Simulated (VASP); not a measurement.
# In (Pm-3m) in VASP: single point with PBE

Aim: the single point of In with PBE.

Program: VASP 6.6.1. These are calculated values, not measurements. Logs are shortened: lines on timing, memory, paths and dates and some standing lists are left out, and cuts for length are marked.

## (1) The cell of the first run

Symmetry: Pm-3m, No. 221, cubic system. The conventional cell has a = 3.089 Å, b = 3.089 Å, c = 3.089 Å, α = 90.00°, β = 90.00°, γ = 90.00°. Within 4.1 Å of In (site symmetry m-3m) lie 6 In at 3.09 Å.

## (2) Single point, PBE

The input, INCAR:

```
PREC = Accurate ; ENCUT = 520
EDIFF = 1E-6 ; ISMEAR = -1
SIGMA = 0.05 ; LREAL = F
LASPH = T ; NELM = 80
ALGO = Normal ; ISIF = 2
LWAVE = F ; LCHARG = F
GGA = PE ; NBANDS = 12
```

The input, KPOINTS:

```
Automatic mesh
0
Gamma
  12 12 12
```

The input, POSCAR:

```
In
1.0
    3.0885281575      0.0000000000      0.0000000000
    0.0000000000      3.0885281575      0.0000000000
    0.0000000000      0.0000000000      3.0885281575
In
1
Direct
    0.0000000000      0.0000000000      0.0000000000
```

Potentials or basis: VASP PAW PBE potentials, release 64 (In_d).

The run is started by

```bash
$ cat potpaw_PBE.64/In_d/POTCAR > POTCAR
$ mpirun -np 1 vasp_std > vasp.out
```

OUTCAR:

```text
PREC = Accurate
   ENCUT = 520
   EDIFF = 1E-6
   ISMEAR = -1
   LREAL = F
   LASPH = T
   NELM = 80
   ISIF = 2
   GGA = PE

 ion  position               nearest neighbor table
   1  0.000  0.000  0.000-

  LATTYP: Found a simple cubic cell.
 ALAT       =     3.0885281575

  Lattice vectors:

 A1 = (   3.0885281575,   0.0000000000,   0.0000000000)
 A2 = (   0.0000000000,   3.0885281575,   0.0000000000)
 A3 = (   0.0000000000,   0.0000000000,   3.0885281575)

Analysis of symmetry for initial positions (statically):
=====================================================================
 Subroutine PRICEL returns:
 Original cell was already a primitive cell.

 Routine SETGRP: Setting up the symmetry group for a
 simple cubic supercell.

 Subroutine GETGRP returns: Found 48 space group operations
 (whereof 48 operations were pure point group operations)
 out of a pool of 48 trial point group operations.

The static configuration has the point symmetry O_h .

Analysis of symmetry for dynamics (positions and initial velocities):
=====================================================================
 Subroutine PRICEL returns:
 Original cell was already a primitive cell.

 Routine SETGRP: Setting up the symmetry group for a
 simple cubic supercell.

 Subroutine GETGRP returns: Found 48 space group operations
 (whereof 48 operations were pure point group operations)
 out of a pool of 48 trial point group operations.

The dynamic configuration has the point symmetry O_h .

 Subroutine INISYM returns: Found 48 space group operations
 (whereof 48 operations are pure point group operations),
 and found     1 'primitive' translations

----------------------------------------------------------------------------------------

                                     Primitive cell

  volume of cell :      29.4615

  direct lattice vectors                    reciprocal lattice vectors
     3.088528157  0.000000000  0.000000000     0.323778819  0.000000000  0.000000000
     0.000000000  3.088528157  0.000000000     0.000000000  0.323778819  0.000000000
     0.000000000  0.000000000  3.088528157     0.000000000  0.000000000  0.323778819

  length of vectors
     3.088528157  3.088528157  3.088528157     0.323778819  0.323778819  0.323778819

[... 77 lines left out ...]
   NELM   =     80;   NELMIN=  2; NELMDL= -5     # of ELM steps
   EDIFF  = 0.1E-05   stopping-criterion for ELM
   LREAL  =      F    real-space projection
   EDIFFG = 0.1E-04   stopping-criterion for IOM
   NSW    =      0    number of steps for IOM
   IBRION =     -1    ionic relax: 0-MD 1-quasi-New 2-CG
   NFREE  =      0    steps in history (QN), initial steepest desc. (CG)
   ISIF   =      2    stress and relaxation
   ISYM   =      2    0-nonsym 1-usesym 2-fastsym
   POTIM  = 0.5000    time-step for ionic-motion
   TEBEG  =    0.0;   TEEND  =   0.0 temperature during run
   PSTRESS=    0.0 pullay stress
   NELECT =      13.0000    total number of electrons
   NUPDOWN=      -1.0000    fix difference up-down
   EMIN   =  10.00;   EMAX   =-10.00  energy-range for DOS
   EFERMI =   0.00;   METHOD = LEGACY
   ISMEAR =    -1;   SIGMA  =   0.05  broadening in eV -4-tet -1-fermi 0-gaus
   EFERMI_NEDOS =   21; number of points for ismear=-14 and -15
   IALGO  =     38    algorithm
   IMIX   =      4    mixing-type and parameters
     AMIX     =   0.40;   BMIX     =  1.00
     AMIX_MAG =   1.60;   BMIX_MAG =  1.00
  volume/ion in A,a.u.               =      29.46       198.82
  Fermi-wavevector in a.u.,A,eV,Ry     =   1.246343  2.355248 21.134907  1.553372
  Thomas-Fermi vector in A             =   2.380525
   LORBIT       =      0    0 simple, 1 ext, 2 COOP (PROOUT), +10 PAW based schemes
   GGA     = PE    functional components
   LHFCALC =     F    Hartree Fock is set to
   AEXX    =    0.0000 exact exchange contribution
   IVDW    =     0    specifies the selected vdW correction
   LEPSILON=     F    determine dielectric tensor
   LRPA    =     F    only Hartree local field effects (RPA)
 non-spin polarized calculation
  energy-cutoff  :      520.00
  volume of cell :       29.46
 maximum number of plane-waves:       840
 NGX is ok and might be reduce to    24
   NGX = 11   NGY = 11   NGZ = 11

 number of electron      12.9999984 magnetization

 Free energy of the ion-electron system (eV)
  ---------------------------------------------------
  ext. energy  EPLUGINS =         0.00000000
  ---------------------------------------------------
  free energy    TOTEN  =        -2.46617214 eV

  energy without entropy =       -2.46265738  energy(sigma->0) =       -2.46441476

 E-fermi :   6.0674     XC(G=0):  -9.6226

 val. band max:        6.0064282164   @ k =   0.5000   0.5000   0.3333
 cond. band min:       6.1732826669   @ k =   0.5000   0.4167   0.4167
 fundamental gap:      0.1668544505
 Fermi energy:         6.0673871361

 k-point     1 :       0.0000    0.0000    0.0000
  band No.  band energies     occupation
      1      -8.8222      2.00000
      2      -8.8222      2.00000
      3      -8.1702      2.00000
      4      -8.1702      2.00000
      5      -8.1702      2.00000
      6      -2.7330      2.00000
      7      13.1978      0.00000
      8      13.1978      0.00000
      9      13.1978      0.00000
     10      16.3505      0.00000
     11      16.3505      0.00000
     12      17.3870      0.00000
[... 331 lines left out ...]
 k-point    24 :       0.4167    0.3333    0.0000
  band No.  band energies     occupation
      1      -8.6063      2.00000
      2      -8.5413      2.00000
      3      -8.3194      2.00000
      4      -8.2843      2.00000
      5      -8.1322      2.00000
      6       1.8398      2.00000
      7       5.4071      2.00000
      8       8.0644      0.00000
      9      12.2856      0.00000
     10      17.8158      0.00000
     11      19.7086      0.00000
     12      21.5027      0.00000

 [... further k-points ...]
[... 5 lines left out ...]
  --------------------------------------------------------------------------------------
  -------------------------------------------------------------------------------------
  Total       -0.0079415     -0.0079415     -0.0079415     -0.0000000     -0.0000000      0.0000000
  in kB       -0.4318753     -0.4318753     -0.4318753     -0.0000000     -0.0000000      0.0000000
  external PRESSURE =      -0.4318753 kB  Pullay stress =       0.0000000 kB

 VOLUME and BASIS-vectors are now :
 -----------------------------------------------------------------------------
  energy-cutoff  :      520.00
  volume of cell :       29.46
      direct lattice vectors                 reciprocal lattice vectors
     3.088528157  0.000000000  0.000000000     0.323778819  0.000000000  0.000000000
     0.000000000  3.088528157  0.000000000     0.000000000  0.323778819  0.000000000
     0.000000000  0.000000000  3.088528157     0.000000000  0.000000000  0.323778819

 POSITION                                       TOTAL-FORCE (eV/Angst)
 -----------------------------------------------------------------------------------
      0.00000      0.00000      0.00000         0.000000      0.000000      0.000000
 -----------------------------------------------------------------------------------
    total drift:                               -0.000000     -0.000000      0.000000

  FREE ENERGIE OF THE ION-ELECTRON SYSTEM (eV)
  ---------------------------------------------------
  free  energy   TOTEN  =        -2.4661721432 eV

  energy  without entropy=       -2.4626573850  energy(sigma->0) =       -2.46441476
```

OSZICAR:

```text
N       E                     dE             d eps       ncg     rms          rms(c)
DAV:   1     0.791892650696E+02    0.79189E+02   -0.62421E+03  2044   0.131E+03
DAV:   2     0.143142512131E+01   -0.77758E+02   -0.75975E+02  2108   0.289E+02
DAV:   3    -0.239406497858E+01   -0.38255E+01   -0.38158E+01  2420   0.654E+01
DAV:   4    -0.248578540967E+01   -0.91720E-01   -0.91685E-01  2604   0.102E+01
DAV:   5    -0.248872041075E+01   -0.29350E-02   -0.29349E-02  2648   0.157E+00    0.224E+00
DAV:   6    -0.246878546786E+01    0.19935E-01   -0.38050E-02  2500   0.381E+00    0.110E+00
DAV:   7    -0.246616063056E+01    0.26248E-02   -0.11658E-02  2644   0.193E+00    0.248E-01
DAV:   8    -0.246615715158E+01    0.34790E-05   -0.98628E-04  2336   0.476E-01    0.275E-02
DAV:   9    -0.246616965788E+01   -0.12506E-04   -0.25546E-05  2680   0.617E-02    0.180E-02
DAV:  10    -0.246617178248E+01   -0.21246E-05   -0.32646E-06  2240   0.178E-02    0.394E-03
DAV:  11    -0.246617214324E+01   -0.36076E-06   -0.99346E-08  1292   0.424E-03
   1 F= -.24661721E+01 E0= -.24644148E+01  d E =-.351476E-02
```

stdout:

```text
POSCAR found type information on POSCAR In
 POSCAR found :  1 types and       1 ions
 scaLAPACK will be used
 LDA part: xc-table for (Slater+PW92), standard interpolation
 POSCAR, INCAR and KPOINTS ok, starting setup
 FFT: planning ... GRIDC
 FFT: planning ... GRID_SOFT
 FFT: planning ... GRID
 WAVECAR not read
 entering main loop
```

It took 6 s on 1 thread of Intel Xeon 6975P-C (Granite Rapids), shared host; peak memory 0.15 GiB.

What came out:

| Property | Result |
| --- | --- |
| Free energy | -2.4662 eV |
| Pressure | 0.0 GPa |

Levels at points of the mesh, in eV from the Fermi level:
| k point | band 4 | band 5 | band 6 | band 7 | band 8 | band 9 |
| --- | --- | --- | --- | --- | --- | --- |
| (0.00, 0.00, 0.00) | -14.24 | -14.24 | -8.80 | 7.13 | 7.13 | 7.13 |
| (0.50, 0.00, 0.00) | -14.42 | -14.22 | -5.34 | -3.21 | 10.06 | 10.06 |
| (0.50, 0.50, 0.00) | -14.39 | -14.05 | -1.72 | -0.54 | -0.54 | 3.90 |
| (0.50, 0.50, 0.50) | -14.04 | -14.04 | 2.07 | 2.07 | 2.07 | 2.49 |

Caveat: spin-orbit coupling is left out, which moves the levels of the heavy elements.
